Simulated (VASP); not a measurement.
A run of VASP 6.6.1 is set up as follows.

File INCAR:

```
SYSTEM = Si20H10S
PREC = Accurate
ENCUT = 400
EDIFF = 1E-6
ISMEAR = -1
SIGMA = 0.05
LREAL = Auto
LASPH = .TRUE.
NELM = 120
ALGO = Normal
ISIF = 2
LWAVE = .FALSE.
LCHARG = .FALSE.
GGA = PS
NBANDS = 69
GGA_COMPAT = .FALSE.
NELMDL = -8
```

File KPOINTS:

```
regular mesh
0
G
  1 1 1
  0 0 0
```

Contents of POSCAR:

```
Si20H10S
1.0
    7.6791800000      0.0000000000      0.0000000000
    0.0000000000      7.6791800000      0.0000000000
    0.0000000000      0.0000000000     18.2555000000
H Si S
10 20 1
Direct
    0.4093926695      0.0000000000      0.0547780121
    0.0906086327      0.0000000000      0.0547780121
    0.9093939718      0.0000000000      0.0547780121
    0.5906099349      0.0000000000      0.0547780121
    0.4093926695      0.5000013022      0.0547780121
    0.0906086327      0.5000013022      0.0547780121
    0.9093939718      0.5000013022      0.0547780121
    0.5906099349      0.5000013022      0.0547780121
    0.5086871254     -0.2048526014      0.6115855496
    0.2991595457      0.0016147557      0.5797047465
    0.2500006511      0.0000000000      0.1021883816
    0.7500019533      0.0000000000      0.1021883816
    0.2500006511      0.5000013022      0.1021883816
    0.7500019533      0.5000013022      0.1021883816
    0.2852127441      0.2367440274      0.1749609707
    0.6868311460      0.2272898929      0.1833803511
    0.2243208259      0.7516557757      0.1654515078
    0.7497154644      0.7707984446      0.1761167867
   -0.0181529799      0.1551077068      0.2225740188
    0.4801424110      0.3282121268      0.2545150776
   -0.0196375134      0.7385554187      0.2502697817
    0.4565200972      0.7390632854      0.2620963545
    0.0040108449     -0.0409679158      0.3440935608
    0.5851275787      0.0145718684      0.3090630221
    0.0115767569      0.4199146263      0.2816630604
    0.4742954326      0.4990637021      0.3491495714
    0.3279516823      0.1008961894      0.3179425379
    0.7991348035      0.2130435802      0.3387307935
    0.2033159790      0.3287851047      0.4077675221
    0.7057394149      0.5660890876      0.2781627455
    0.3754046656     -0.1309254374      0.6451316042
```

Potentials or basis: VASP PAW PBE potentials, release 64 (H, Si, S).

Command:

```console
$ cat potpaw_PBE.64/H/POTCAR potpaw_PBE.64/Si/POTCAR potpaw_PBE.64/S/POTCAR > POTCAR
$ mpirun -np 1 vasp_gam > vasp.out
```

Predict the largest force.

3.948 eV/Å.

Forces in eV/Å, atoms in the order of the input:
```
H   -0.379 -0.052 -0.235
H    0.595  0.460 -0.161
H   -0.492  0.209  0.060
H    0.388 -0.293 -0.509
H   -0.525  0.044  0.055
H    0.651 -0.239 -0.096
H   -0.655 -0.176 -0.034
H    0.597  0.014 -0.075
H    0.569 -0.073 -0.873
H    1.615 -2.381  2.347
Si   0.083 -0.069 -0.377
Si  -1.116  0.903 -0.173
Si  -0.312 -1.020 -0.031
Si   0.081  0.269  1.097
Si  -1.768  0.896 -0.127
Si   2.391  0.627 -0.826
Si   0.720 -0.164  1.971
Si  -1.318 -2.024  0.086
Si  -0.357 -0.935  0.230
Si   0.572 -1.600 -0.010
Si   1.036 -0.882  0.445
Si   0.208  1.412 -1.023
Si   0.677  0.957 -0.110
Si   1.163 -1.481 -1.245
Si  -0.623  1.505  0.735
Si  -1.205  0.926  2.236
Si  -3.600  1.485  0.650
Si   1.013 -0.208 -0.713
Si   0.552  0.015 -1.703
Si   1.631 -0.593 -0.091
S   -2.192  2.467 -1.501
```

Caveat: the k points lie up to 0.82 Å⁻¹ apart; the atoms stand as in a frame of molecular dynamics; the PAW data sets were made with another functional, which shifts forces and pressure a little.
